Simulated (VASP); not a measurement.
The system is BiSe4.

```xyz
5
Lattice="-3.2983 3.2983 3.2983 3.2983 -3.2983 3.2983 3.2983 3.2983 -3.2983" Properties=species:S:1:pos:R:3 pbc="T T T"
Bi    0.0000    0.0000    0.0000
Se    1.6492    1.6492    1.6492
Se    1.6492    1.6492   -1.6492
Se    1.6492   -1.6492    1.6492
Se   -1.6492    1.6492    1.6492
```

The cell was generated, and may not be a known phase.

- Program: VASP 6.6.1
- Task: relaxation of cell and atoms
- Functional: PBE
- Potentials or basis: VASP PAW PBE potentials, release 64 (Bi_d, Se)
- Cutoff: 600 eV
- k mesh: 4 × 4 × 4
- Occupations: gaussian, width 0.1 eV
- Spin: no spin polarisation

At the start: pressure 2.7 GPa; volume 28.71 Å³/atom.

Q: Where does the relaxation end?

A: Over 3 steps the energy falls by 12.9 meV/atom and the volume is 30.30 Å³/atom (+5.5 %); space group Im-3m (No. 229, to 0.1 Å) before and after.

The path:
| step | energy change (eV) | largest force (eV/Å) | pressure (GPa) | volume (Å³) |
| --- | --- | --- | --- | --- |
| 1 | 0.0000 | 0.0000 | 2.72 | 143.53 |
| 2 | -0.0593 | 0.0000 | -0.67 | 153.89 |
| 3 | -0.0644 | 0.0000 | 0.00 | 151.48 |

Final structure:
```
Bi Se
1.0
    -3.35817    3.35817    3.35817
     3.35817   -3.35817    3.35817
     3.35817    3.35817   -3.35817
Bi Se
1 4
Direct
  0.00000 0.00000 0.00000
  0.50000 0.50000 0.50000
  0.00000 0.00000 0.50000
  0.00000 0.50000 0.00000
  0.50000 0.00000 0.00000
```
